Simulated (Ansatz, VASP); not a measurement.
One calculation of WSe2, two programs

```xyz
9
Lattice="3.2712 0.0000 0.0000 -1.6356 2.8329 0.0000 0.0000 0.0000 31.5685" Properties=species:S:1:pos:R:3 pbc="T T T"
Se    1.6356    0.9443    7.5000
Se    1.6356    0.9443   10.8478
Se    0.0000    1.8886   14.1103
Se    0.0000    1.8886   17.4582
Se    1.6356    0.9443   20.7207
Se    1.6356    0.9443   24.0685
W     0.0000    1.8886    9.1739
W     1.6356    0.9443   15.7843
W     0.0000    1.8886   22.3946
```

Alike in both runs: task single point; functional PBEsol; k mesh 2 × 2 × 1; occupations gaussian, width 0.05 eV; no spin polarisation.

```csv
,VASP,Ansatz
version,VASP 6.6.1,Ansatz 0.2.0
potentials or method,"VASP PAW PBE potentials, release 64 (Se, W_sv), cutoff 400 eV","scalar-relativistic, plane waves, PAW"
valence electrons in the cell,78,138
```

Ansatz gave:

| Item | Value |
| --- | --- |
| gap on the k mesh at the Fermi level (eV) | 2.19 |
| least direct gap on the mesh (eV) | 2.82 |
| rms of the force components (eV/Å) | 0.115 |

Problem. Estimate VASP's values.

Solution. gap on the k mesh at the Fermi level (eV): 2.18; least direct gap on the mesh (eV): 2.81; rms of the force components (eV/Å): 0.142.

VASP's potentials were made for PBE, not for PBEsol. VASP's potentials hold 78 valence electrons a cell and Ansatz's 138, so a difference there can come from the potentials and not from the codes.

The k mesh is coarse, so the values compare programs but aren't converged. Spin-orbit coupling is off throughout.
